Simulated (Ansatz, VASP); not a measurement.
## LiCa: VASP beside Ansatz

File INCAR:

```
SYSTEM = LiCa
PREC     = Accurate       ! precision mode
ENCUT    = 600            ! plane-wave cutoff, eV
EDIFF    = 1E-6           ! SCF threshold, eV
ISMEAR   = 0              ! smearing method
SIGMA    = 0.1            ! smearing width, eV
LREAL    = .False.        ! projectors in reciprocal space
LASPH    = .True.         ! aspherical terms in the spheres
NELM     = 60             ! most SCF steps
ALGO     = Fast           ! electronic algorithm
ISIF     = 3              ! what is computed and relaxed
LWAVE    = .False.        ! write WAVECAR
LCHARG   = .False.        ! write CHGCAR
GGA      = PE             ! functional
IBRION   = 2              ! ionic algorithm
NSW      = 100            ! ionic steps
EDIFFG   = -0.01          ! ionic threshold
```

File KPOINTS:

```
regular mesh
0
Gamma
  16 16 16
  0 0 0
```

File POSCAR:

```
LiCa
1.0
    0.0000000000      3.2172662264      3.2172662264
    3.2172662264      0.0000000000      3.2172662264
    3.2172662264      3.2172662264      0.0000000000
Li Ca
1 1
Direct
    0.0000000000      0.0000000000      0.0000000000
    0.5000000000      0.5000000000      0.5000000000
```

Input for Ansatz:

```yaml
crystal:
  lattice:
    - [0.0, 3.2172662264, 3.2172662264]
    - [3.2172662264, 0.0, 3.2172662264]
    - [3.2172662264, 3.2172662264, 0.0]
  atoms:
    - { symbol: Li, position: [0.0, 0.0, 0.0] }
    - { symbol: Ca, position: [0.5, 0.5, 0.5] }
basis:
  ecutwfc: 420
kpoints:
  mp_grid: { grid: [16, 16, 16] }
hamiltonian:
  xc: pbe
scf:
  occupations: { method: gaussian, width: 0.1 }
output:
  forces: true
  stress: true
  eigenvalues: true
relax:
  adjacent_minimum: "off"
  f_tol: 0.01
  max_steps: 80
  cell: { stress_tol: 0.05 }
```

Alike in both runs: task relaxation of cell and atoms; functional PBE; k mesh 16 × 16 × 16; occupations gaussian, width 0.1 eV; no spin polarisation.

|  | VASP | Ansatz |
| --- | --- | --- |
| version | VASP 6.6.1 | Ansatz 0.2.0 |
| potentials or method | VASP PAW PBE potentials, release 64 (Li_sv, Ca_sv), cutoff 600 eV | scalar-relativistic, plane waves, PAW |
| valence electrons in the cell | 13 | 13 |

```tsv
	VASP	Ansatz	Ansatz less VASP
gap on the k mesh at the Fermi level, each at its own relaxed structure (eV)	none	none	-
relaxed volume (Å³/atom)	33.30	33.39	+0.092
relaxed length of the cell vector where the two differ most in proportion (Å)	4.550	4.554	+0.0042
```

A gap of «none» marks a metal or a gap that the smearing closes.

Noted on VASP's run: the cutoff is under 1.25 times that of the potentials, so the pressure is a little rough; the relaxation stopped at its first step, so nothing moved.
